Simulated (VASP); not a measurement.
# Ge2Sb2Te5 (P-3m1) in VASP: notebook

Runs on Ge2Sb2Te5. Level: PBE. Tasks: single point.

Everything below comes from runs of VASP 6.6.1. Logs are shortened: lines on timing, memory, paths and dates and some standing lists are left out, and cuts for length are marked.

## Step 1: The cell of the first run

It takes space group P-3m1 (No. 164, trigonal). Conventional cell: a = 4.264 Å, b = 4.264 Å, c = 18.689 Å, α = 90.00°, β = 90.00°, γ = 120.00°. Within 3.8 Å of Ge (site symmetry 3m) lie 6 Te at 2.86 to 3.37 Å. Sb (site symmetry 3m) has 6 Te at 3.05 to 3.23 Å within 4.0 Å. Te (site symmetry -3m) has 6 Sb at 3.23 Å and 6 Te at 4.26 Å within 4.3 Å. Te (site symmetry 3m) has 3 Sb at 3.05 Å and 3 Ge at 3.37 Å within 4.0 Å. Within 3.8 Å of Te (site symmetry 3m) lie 3 Ge at 2.86 Å.

## Step 2: Single point, PBE

Contents of INCAR:

```
ALGO = Normal
EDIFF = 1E-7
ENCUT = 520
GGA = PE
ISIF = 2
ISMEAR = 0
LASPH = True
LCHARG = True
LELF = True
LREAL = False
LVHAR = True
LWAVE = False
NBANDS = 44
NELM = 60
PREC = Accurate
SIGMA = 0.03
```

Contents of KPOINTS:

```
k-points
0
Gamma
  9 9 2
```

Contents of POSCAR:

```
Ge2Sb2Te5
1.0
    4.2639992940      0.0000000000      0.0000000000
   -2.1319996470      3.6927317103      0.0000000000
    0.0000000000      0.0000000000     18.6894000000
Ge Sb Te
2 2 5
Direct
    0.0000000000      0.0000000000      0.3314713560
    0.0000000000      0.0000000000      0.6685286440
    0.3333333333      0.6666666667      0.1121550832
    0.6666666667      0.3333333333      0.8878449168
    0.0000000000      0.0000000000      0.0000000000
    0.3333333333      0.6666666667      0.7913602895
    0.6666666667      0.3333333333      0.2086397105
    0.3333333333      0.6666666667      0.4097504733
    0.6666666667      0.3333333333      0.5902495267
```

Potentials or basis: VASP PAW PBE potentials, release 64 (Ge_d, Sb, Te).

Command:

```sh
cat potpaw_PBE.64/Ge_d/POTCAR potpaw_PBE.64/Sb/POTCAR potpaw_PBE.64/Te/POTCAR > POTCAR
mpirun -np 1 vasp_std > vasp.out
```

OUTCAR:

```text
EDIFF = 1E-7
   ENCUT = 520
   GGA = PE
   ISIF = 2
   ISMEAR = 0
   LASPH = True
   LREAL = False
   NELM = 60
   PREC = Accurate

 ion  position               nearest neighbor table
   1  0.000  0.000  0.331-   8 2.86   8 2.86   8 2.86
   2  0.000  0.000  0.669-   9 2.86   9 2.86   9 2.86
   3  0.333  0.667  0.112-   7 3.05   7 3.05   7 3.05   5 3.23   5 3.23   5 3.23
   4  0.667  0.333  0.888-   6 3.05   6 3.05   6 3.05   5 3.23   5 3.23   5 3.23
   5  0.000  0.000  0.000-   3 3.23   4 3.23   3 3.23   4 3.23   4 3.23   3 3.23
   6  0.333  0.667  0.791-   4 3.05   4 3.05   4 3.05
   7  0.667  0.333  0.209-   3 3.05   3 3.05   3 3.05
   8  0.333  0.667  0.410-   1 2.86   1 2.86   1 2.86
   9  0.667  0.333  0.590-   2 2.86   2 2.86   2 2.86

  LATTYP: Found a hexagonal cell.
 ALAT       =     4.2639992940
 C/A-ratio  =     4.3830682679

  Lattice vectors:

 A1 = (   4.2639992940,   0.0000000000,   0.0000000000)
 A2 = (  -2.1319996470,   3.6927317103,   0.0000000000)
 A3 = (   0.0000000000,   0.0000000000,  18.6894000000)

Analysis of symmetry for initial positions (statically):
=====================================================================
 Subroutine PRICEL returns:
 Original cell was already a primitive cell.

 Routine SETGRP: Setting up the symmetry group for a
 hexagonal supercell.

 Subroutine GETGRP returns: Found 12 space group operations
 (whereof 12 operations were pure point group operations)
 out of a pool of 24 trial point group operations.

The static configuration has the point symmetry D_3d.

Analysis of symmetry for dynamics (positions and initial velocities):
=====================================================================
 Subroutine PRICEL returns:
 Original cell was already a primitive cell.

 Routine SETGRP: Setting up the symmetry group for a
 hexagonal supercell.

 Subroutine GETGRP returns: Found 12 space group operations
 (whereof 12 operations were pure point group operations)
 out of a pool of 24 trial point group operations.

The dynamic configuration has the point symmetry D_3d.

 Subroutine INISYM returns: Found 12 space group operations
 (whereof 12 operations are pure point group operations),
 and found     1 'primitive' translations

----------------------------------------------------------------------------------------

                                     Primitive cell

  volume of cell :     294.2797

  direct lattice vectors                    reciprocal lattice vectors
     4.263999294  0.000000000  0.000000000     0.234521615  0.135401117  0.000000000
    -2.131999647  3.692731710  0.000000000     0.000000000  0.270802235  0.000000000
     0.000000000  0.000000000 18.689400000     0.000000000  0.000000000  0.053506266

  length of vectors
     4.263999294  4.263999294 18.689400000     0.270802235  0.270802235  0.053506266

  position of ions in fractional coordinates (direct lattice)
     0.000000000  0.000000000  0.331471356
     0.000000000  0.000000000  0.668528644
     0.333333333  0.666666667  0.112155083
     0.666666667  0.333333333  0.887844917
     0.000000000  0.000000000  0.000000000
     0.333333333  0.666666667  0.791360289
     0.666666667  0.333333333  0.208639711
     0.333333333  0.666666667  0.409750473
     0.666666667  0.333333333  0.590249527

  ion indices of the primitive-cell ions
   primitive index   ion index
                 1           1
                 2           2
                 3           3
                 4           4
                 5           5
                 6           6
                 7           7
                 8           8
                 9           9

----------------------------------------------------------------------------------------

 KPOINTS: k-points

Automatic generation of k-mesh.
 Grid dimensions read from file:
 generate k-points for:    9    9    2

 Generating k-lattice:

  Cartesian coordinates                     Fractional coordinates (reciprocal lattice)
     0.026057957  0.015044569  0.000000000     0.111111111  0.000000000  0.000000000
     0.000000000  0.030089137  0.000000000     0.000000000  0.111111111  0.000000000
     0.000000000  0.000000000  0.026753133     0.000000000  0.000000000  0.500000000

  Length of vectors
     0.030089137  0.030089137  0.026753133

  Shift w.r.t. Gamma in fractional coordinates (k-lattice)
     0.000000000  0.000000000  0.000000000

 Subroutine IBZKPT returns following result:
 ===========================================

 Found     24 irreducible k-points:

 Following reciprocal coordinates:
            Coordinates               Weight
  0.000000  0.000000  0.000000      1.000000
  0.111111 -0.000000  0.000000      6.000000
  0.222222 -0.000000  0.000000      6.000000
  0.333333 -0.000000  0.000000      6.000000
  0.444444 -0.000000  0.000000      6.000000
  0.111111  0.111111  0.000000      6.000000
[... 16 lines left out ...]
  0.333333  0.222222  0.500000     12.000000
  0.333333  0.333333  0.500000      2.000000
   k-points           NKPTS =     24   k-points in BZ     NKDIM =     24   number of bands    NBANDS=     44
   number of dos      NEDOS =    301   number of ions     NIONS =      9
   total plane-waves  NPLWV = 143360
   dimension x,y,z NGX =    32 NGY =   32 NGZ =  140
   dimension x,y,z NGXF=    64 NGYF=   64 NGZF=  280
   ions per type =               2   2   5
   NGX,Y,Z   is equivalent  to a cutoff of  12.48, 12.48, 12.45 a.u.
   NGXF,Y,Z  is equivalent  to a cutoff of  24.95, 24.95, 24.91 a.u.
 SYSTEM =  unknown system
   PREC   = accura    normal or accurate (medium, high low for compatibility)
   ISTART =      0    job   : 0-new  1-cont  2-samecut
   ICHARG =      2    charge: 1-file 2-atom 10-const
   ISPIN  =      1    spin polarized calculation?
   LNONCOLLINEAR =      F non collinear calculations
   LSORBIT =      F    spin-orbit coupling
   LASPH  =      T    aspherical Exc in radial PAW
   ENCUT  =  520.0 eV  38.22 Ry    6.18 a.u.   7.93  7.93 34.75*2*pi/ulx,y,z
   NELM   =     60;   NELMIN=  2; NELMDL= -5     # of ELM steps
   EDIFF  = 0.1E-06   stopping-criterion for ELM
   LREAL  =      F    real-space projection
   EDIFFG = 0.1E-05   stopping-criterion for IOM
   NSW    =      0    number of steps for IOM
   IBRION =     -1    ionic relax: 0-MD 1-quasi-New 2-CG
   NFREE  =      0    steps in history (QN), initial steepest desc. (CG)
   ISIF   =      2    stress and relaxation
   ISYM   =      2    0-nonsym 1-usesym 2-fastsym
   POTIM  = 0.5000    time-step for ionic-motion
   TEBEG  =    0.0;   TEEND  =   0.0 temperature during run
   PSTRESS=    0.0 pullay stress
   NELECT =      68.0000    total number of electrons
   NUPDOWN=      -1.0000    fix difference up-down
   EMIN   =  10.00;   EMAX   =-10.00  energy-range for DOS
   EFERMI =   0.00;   METHOD = LEGACY
   ISMEAR =     0;   SIGMA  =   0.03  broadening in eV -4-tet -1-fermi 0-gaus
   EFERMI_NEDOS =   21; number of points for ismear=-14 and -15
   IALGO  =     38    algorithm
   IMIX   =      4    mixing-type and parameters
     AMIX     =   0.40;   BMIX     =  1.00
     AMIX_MAG =   1.60;   BMIX_MAG =  1.00
  volume/ion in A,a.u.               =      32.70       220.66
  Fermi-wavevector in a.u.,A,eV,Ry     =   1.004595  1.898409 13.731154  1.009211
  Thomas-Fermi vector in A             =   2.137221
   LORBIT       =      0    0 simple, 1 ext, 2 COOP (PROOUT), +10 PAW based schemes
   GGA     = PE    functional components
   LHFCALC =     F    Hartree Fock is set to
   AEXX    =    0.0000 exact exchange contribution
   IVDW    =     0    specifies the selected vdW correction
   LEPSILON=     F    determine dielectric tensor
   LRPA    =     F    only Hartree local field effects (RPA)
 non-spin polarized calculation
 Gauss-broadening in eV      SIGMA  =   0.03
  energy-cutoff  :      520.00
  volume of cell :      294.28
 maximum number of plane-waves:      7980
 NGX is ok and might be reduce to    32
   NGX = 15   NGY = 15   NGZ = 69

 number of electron      68.0000012 magnetization

 Free energy of the ion-electron system (eV)
  ---------------------------------------------------
  ext. energy  EPLUGINS =         0.00000000
  ---------------------------------------------------
  free energy    TOTEN  =       -33.79458000 eV

  energy without entropy =      -33.79445649  energy(sigma->0) =      -33.79451825

 E-fermi :   5.5623     XC(G=0):  -9.0511

 val. band max:        5.5364754416   @ k =   0.0000   0.0000   0.0000
 cond. band min:       5.6071044578   @ k =   0.4444  -0.0000   0.5000
 fundamental gap:      0.0706290162
 Fermi energy:         5.5623387686

 k-point     1 :       0.0000    0.0000    0.0000
  band No.  band energies     occupation
      1     -19.3159      2.00000
      2     -19.3159      2.00000
      3     -19.3159      2.00000
      4     -19.3159      2.00000
      5     -19.3045      2.00000
      6     -19.3045      2.00000
[... 36 lines left out ...]
     43       7.4944      0.00000
     44       7.6514      0.00000

 k-point     2 :       0.1111   -0.0000    0.0000
  band No.  band energies     occupation
      1     -19.3161      2.00000
      2     -19.3161      2.00000
      3     -19.3156      2.00000
      4     -19.3156      2.00000
      5     -19.3047      2.00000
      6     -19.3047      2.00000
[... 36 lines left out ...]
     43       7.8350      0.00000
     44       7.8829      0.00000

 k-point     3 :       0.2222   -0.0000    0.0000
  band No.  band energies     occupation
      1     -19.3165      2.00000
      2     -19.3165      2.00000
      3     -19.3149      2.00000
      4     -19.3149      2.00000
      5     -19.3051      2.00000
      6     -19.3051      2.00000
[... 976 lines left out ...]
     43       9.0539      0.00000
     44       9.2248      0.00000

 k-point    24 :       0.3333    0.3333    0.5000
  band No.  band energies     occupation
      1     -19.3164      2.00000
      2     -19.3164      2.00000
      3     -19.3144      2.00000
      4     -19.3144      2.00000
      5     -19.3053      2.00000
      6     -19.3053      2.00000
[... 36 lines left out ...]
     43       9.3620      0.00000
     44       9.4773      0.00000

------------------------ aborting loop because EDIFF is reached ----------------------------------------

  FORCE on cell =-STRESS in cart. coord.  units (eV):
  Direction    XX          YY          ZZ          XY          YZ          ZX
  --------------------------------------------------------------------------------------
  -------------------------------------------------------------------------------------
  Total       -1.8929559     -1.8929559     -3.7631472      0.0000000      0.0000000      0.0000000
  in kB      -10.3060167    -10.3060167    -20.4880936      0.0000000      0.0000000      0.0000000
  external PRESSURE =     -13.7000423 kB  Pullay stress =       0.0000000 kB

 VOLUME and BASIS-vectors are now :
 -----------------------------------------------------------------------------
  energy-cutoff  :      520.00
  volume of cell :      294.28
      direct lattice vectors                 reciprocal lattice vectors
     4.263999294  0.000000000  0.000000000     0.234521615  0.135401117  0.000000000
    -2.131999647  3.692731710  0.000000000     0.000000000  0.270802235  0.000000000
     0.000000000  0.000000000 18.689400000     0.000000000  0.000000000  0.053506266

 POSITION                                       TOTAL-FORCE (eV/Angst)
 -----------------------------------------------------------------------------------
      0.00000      0.00000      6.19500        -0.000000      0.000000      0.173150
      0.00000      0.00000     12.49440         0.000000     -0.000000     -0.173150
     -0.00000      2.46182      2.09611        -0.000000      0.000000      0.074648
      2.13200      1.23091     16.59329         0.000000      0.000000     -0.074648
      0.00000      0.00000      0.00000         0.000000      0.000000      0.000000
     -0.00000      2.46182     14.79005        -0.000000     -0.000000      0.269572
      2.13200      1.23091      3.89935         0.000000      0.000000     -0.269572
     -0.00000      2.46182      7.65799        -0.000000      0.000000     -0.259221
      2.13200      1.23091     11.03141         0.000000     -0.000000      0.259221
 -----------------------------------------------------------------------------------
    total drift:                                0.000000     -0.000000      0.000000

  FREE ENERGIE OF THE ION-ELECTRON SYSTEM (eV)
  ---------------------------------------------------
  free  energy   TOTEN  =       -33.7945800027 eV

  energy  without entropy=      -33.7944564874  energy(sigma->0) =      -33.79451825
```

Run time: 9.4 min. Hardware: 1 thread of Oxide Virtual Turin-like, shared host; peak memory 0.51 GiB.

What came out:

```
Free energy            : -33.7946 eV
Pressure               : -1.4 GPa
Largest force          : 0.270 eV/Å
Band gap on the k mesh : 0.07 eV (least direct gap 0.14 eV)
```

Forces in eV/Å, atoms in the order of the input:
```
Ge   0.000  0.000  0.173
Ge   0.000  0.000 -0.173
Sb   0.000  0.000  0.075
Sb   0.000  0.000 -0.075
Te   0.000  0.000  0.000
Te   0.000  0.000  0.270
Te   0.000  0.000 -0.270
Te   0.000  0.000 -0.259
Te   0.000  0.000  0.259
```

Levels at points of the mesh, in eV from the valence-band top:
```
           k point  band 30  band 31  band 32  band 33  band 34  band 35  band 36  band 37  band 38  band 39
(0.00, 0.00, 0.00)    -1.25    -1.25    -1.23    -1.12     0.00     0.14     0.25     0.25     1.07     1.07
(0.00, 0.00, 0.50)    -1.31    -1.30    -1.30    -0.92    -0.05     0.18     0.26     0.26     1.04     1.04
```

Caveat: semilocal functionals underestimate gaps, and a narrow one can read as zero; spin-orbit coupling is left out, which moves the levels of the heavy elements; this functional lacks dispersion, which binds layers or chains, so the pressure and a relaxed spacing across them are unreliable.

## Step 3: Single point, PBE

This run uses another cell than the first one, of 34.42 Å³/atom.

Contents of INCAR:

```
PREC     = Accurate       # precision mode
ENCUT    = 520            # plane-wave cutoff, eV
EDIFF    = 1E-7           # SCF threshold, eV
ISMEAR   = 0              # smearing method
SIGMA    = 0.03           # smearing width, eV
LREAL    = False          # projectors in reciprocal space
LASPH    = True           # aspherical terms in the spheres
NELM     = 60             # most SCF steps
ALGO     = Normal         # electronic algorithm
ISIF     = 2              # what is computed and relaxed
LWAVE    = False          # write WAVECAR
LCHARG   = False          # write CHGCAR
GGA      = PE             # functional
NBANDS   = 44             # bands
```

Contents of KPOINTS:

```
regular mesh
0
Gamma
  9 9 2
```

POSCAR, as its differences from that of step 2:

```diff
@@ -2,5 +2,5 @@
 1.0
-    4.2639992940      0.0000000000      0.0000000000
-   -2.1319996470      3.6927317103      0.0000000000
-    0.0000000000      0.0000000000     18.6894000000
+    4.5625000000      0.0000000000      0.0000000000
+   -2.2812500000      3.9512409048      0.0000000000
+    0.0000000000      0.0000000000     17.1822000000
 Ge Sb Te
```

Potentials or basis: VASP PAW PBE potentials, release 64 (Ge_d, Sb, Te).

Command:

```sh
cat potpaw_PBE.64/Ge_d/POTCAR potpaw_PBE.64/Sb/POTCAR potpaw_PBE.64/Te/POTCAR > POTCAR
mpirun -np 1 vasp_std > vasp.out
```

It took 8.5 min on 1 thread of Oxide Virtual Turin-like, shared host; peak memory 0.56 GiB.

It converged, with:

* Free energy: -33.2994 eV
* Pressure: -3.4 GPa
* Largest force: 0.244 eV/Å
* Band gap on the k mesh: 0.21 eV (least direct gap 0.27 eV)

Forces on the atoms (eV/Å):
```
Ge   0.000  0.000  0.209
Ge   0.000  0.000 -0.209
Sb   0.000  0.000  0.116
Sb   0.000  0.000 -0.116
Te   0.000  0.000  0.000
Te   0.000  0.000  0.244
Te   0.000  0.000 -0.244
Te   0.000  0.000 -0.116
Te   0.000  0.000  0.116
```

Stress tensor (GPa, compression positive):
```
-4.52  0.00  0.00
 0.00 -4.52  0.00
 0.00  0.00 -1.15
```

Levels at points of the mesh, in eV from the valence-band top:
```csv
k point,band 30,band 31,band 32,band 33,band 34,band 35,band 36,band 37,band 38,band 39
"(0.00, 0.00, 0.00)",-1.23,-1.12,-1.12,-1.12,-0.30,0.21,0.21,0.50,0.86,1.21
"(0.00, 0.00, 0.50)",-1.25,-1.15,-1.15,-1.10,-0.32,0.24,0.24,0.51,0.87,1.14
```

Caveat: the cell stands under tension; semilocal functionals underestimate gaps, and a narrow one can read as zero; spin-orbit coupling is left out, which moves the levels of the heavy elements; this functional lacks dispersion, which binds layers or chains, so the pressure and a relaxed spacing across them are unreliable.

(Continued in part 2 of 2.)
